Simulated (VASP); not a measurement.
A run of VASP 6.6.1 is set up as follows.

INCAR

```
PREC = Accurate
ENCUT = 520
EDIFF = 1E-6
ISMEAR = -1
SIGMA = 0.05
LREAL = False
LASPH = True
NELM = 60
ALGO = Normal
ISIF = 2
LWAVE = False
LCHARG = True
GGA = PS
LELF = True
LVHAR = True
NBANDS = 10
```

KPOINTS

```
Automatic mesh
0
Gamma
  8 8 8
```

Contents of POSCAR:

```
Rb
1.0
   -2.8621200000      2.8621200000      2.8060000000
    2.8621200000     -2.8621200000      2.8060000000
    2.8621200000      2.8621200000     -2.8060000000
Rb
1
Direct
    0.0000000000      0.0000000000      0.0000000000
```

Potentials or basis: VASP PAW PBE potentials, release 64 (Rb_sv).

Launch:

```bash
$ cat potpaw_PBE.64/Rb_sv/POTCAR > POTCAR
$ mpirun -np 1 vasp_std > vasp.out
```

Question: What does it give for the pressure?

Answer: -0.2 GPa.

Caveat: the cell differs from its parent crystal (equal xx and yy strain of +2 %); the PAW data sets were made with another functional, which shifts forces and pressure a little.
